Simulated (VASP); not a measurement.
ZnO:

```
Zn O
1.0
     3.24931    0.00000    0.00000
    -1.62465    2.81398    0.00000
     0.00000    0.00000    5.20571
Zn O
2 2
Direct
  0.33333 0.66667 0.50000
  0.66667 0.33333 0.00000
  0.66667 0.33333 0.37901
  0.33333 0.66667 0.87901
```

| Item | Value |
| --- | --- |
| Program | VASP 6.6.1 |
| Task | relaxation of cell and atoms |
| Functional | PBE |
| Potentials or basis | VASP PAW PBE potentials, release 64 (Zn, O) |
| Cutoff | 600 eV |
| k mesh | 12 × 12 × 4 |
| Occupations | fermi-dirac, width 0.02 eV |
| Spin | no spin polarisation |

At the start: pressure 5.8 GPa; volume 11.90 Å³/atom.

Question: How do energy, volume and symmetry change on relaxing?

Answer: Over 11 steps the energy falls by 8.9 meV/atom and the volume is 12.40 Å³/atom (+4.2 %); space group P6_3mc (No. 186, to 0.1 Å) before and after.

Step by step:
| step | energy change (eV) | largest force (eV/Å) | pressure (GPa) | volume (Å³) |
| --- | --- | --- | --- | --- |
| 1 | 0.0000 | 0.0744 | 5.81 | 47.60 |
| 2 | -0.0272 | 0.0273 | -2.53 | 50.63 |
| 3 | -0.0357 | 0.0013 | 0.01 | 49.59 |
| 4 | -0.0357 | 0.0024 | -0.11 | 49.63 |
| 5 | -0.0357 | 0.0096 | 0.05 | 49.57 |
| 6 | -0.0357 | 0.0104 | 0.04 | 49.57 |
| 7 | -0.0357 | 0.0117 | 0.08 | 49.56 |
| 8 | -0.0357 | 0.0107 | 0.08 | 49.56 |
| 9 | -0.0358 | 0.0105 | 0.02 | 49.58 |
| 10 | -0.0358 | 0.0101 | -0.02 | 49.60 |
| 11 | -0.0358 | 0.0000 | -0.01 | 49.59 |

Final structure:
```
Zn O
1.0
     3.28614    0.00000    0.00000
    -1.64307    2.84588    0.00000
     0.00000    0.00000    5.30254
Zn O
2 2
Direct
  0.33333 0.66667 0.49993
  0.66667 0.33333 0.99993
  0.66667 0.33333 0.37908
  0.33333 0.66667 0.87908
```
